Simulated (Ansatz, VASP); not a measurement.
# One calculation of C, two programs

```
CELL_PARAMETERS angstrom
-4.91212 -2.83601 6.69402
4.91212 -2.83601 6.69402
0.00000 5.67202 6.69402
ATOMIC_POSITIONS crystal
C 0.91800 0.16800 0.16800
C 0.41800 0.16800 0.16800
C 0.66800 0.41800 0.16800
C 0.91800 0.66800 0.16800
C 0.66800 0.16800 0.41800
C 0.91800 0.41800 0.41800
C 0.91800 0.16800 0.66800
C 0.16800 0.41800 0.16800
C 0.41800 0.66800 0.16800
C 0.66800 0.91800 0.16800
C 0.16800 0.16800 0.41800
C 0.41800 0.41800 0.41800
C 0.66800 0.66800 0.41800
C 0.91800 0.91800 0.41800
C 0.41800 0.16800 0.66800
C 0.66800 0.41800 0.66800
C 0.91800 0.66800 0.66800
C 0.66800 0.16800 0.91800
C 0.91800 0.41800 0.91800
C 0.16800 0.91800 0.16800
C 0.16800 0.66800 0.41800
C 0.41800 0.91800 0.41800
C 0.16800 0.41800 0.66800
C 0.41800 0.66800 0.66800
C 0.66800 0.91800 0.66800
C 0.16800 0.16800 0.91800
C 0.41800 0.41800 0.91800
C 0.66800 0.66800 0.91800
C 0.91800 0.91800 0.91800
C 0.16800 0.91800 0.66800
C 0.16800 0.66800 0.91800
C 0.41800 0.91800 0.91800
C 0.58200 0.08200 0.08200
C 0.83200 0.33200 0.08200
C 0.83200 0.08200 0.33200
C 0.08200 0.08200 0.08200
C 0.33200 0.33200 0.08200
C 0.58200 0.58200 0.08200
C 0.83200 0.83200 0.08200
C 0.33200 0.08200 0.33200
C 0.58200 0.33200 0.33200
C 0.83200 0.58200 0.33200
C 0.58200 0.08200 0.58200
C 0.83200 0.33200 0.58200
C 0.83200 0.08200 0.83200
C 0.08200 0.58200 0.08200
C 0.33200 0.83200 0.08200
C 0.08200 0.33200 0.33200
C 0.33200 0.58200 0.33200
C 0.58200 0.83200 0.33200
C 0.08200 0.08200 0.58200
C 0.33200 0.33200 0.58200
C 0.58200 0.58200 0.58200
C 0.83200 0.83200 0.58200
C 0.33200 0.08200 0.83200
C 0.58200 0.33200 0.83200
C 0.83200 0.58200 0.83200
C 0.08200 0.83200 0.33200
C 0.08200 0.58200 0.58200
C 0.33200 0.83200 0.58200
C 0.08200 0.33200 0.83200
C 0.33200 0.58200 0.83200
C 0.58200 0.83200 0.83200
C 0.08200 0.83200 0.83200
```

Alike in both runs: task single point; functional PBE; k mesh 3 × 3 × 3; occupations gaussian, width 0.05 eV; no spin polarisation.

|  | VASP | Ansatz |
| --- | --- | --- |
| version | VASP 6.6.1 | Ansatz 0.2.0 |
| potentials or method | VASP PAW PBE potentials, release 64 (C), cutoff 520 eV | scalar-relativistic, plane waves, PAW |
| valence electrons in the cell | 256 | 256 |

VASP gave:

* gap on the k mesh at the Fermi level (eV): 0.75
* rms of the force components (eV/Å): 0.494

Problem. Estimate Ansatz's values.

Solution. gap on the k mesh at the Fermi level (eV): 0.75; rms of the force components (eV/Å): 0.496.

Atom by atom the forces differ by 0.002 eV/Å (rms over components). The functional is the same, so the differences come from potentials, cutoffs and numerics.
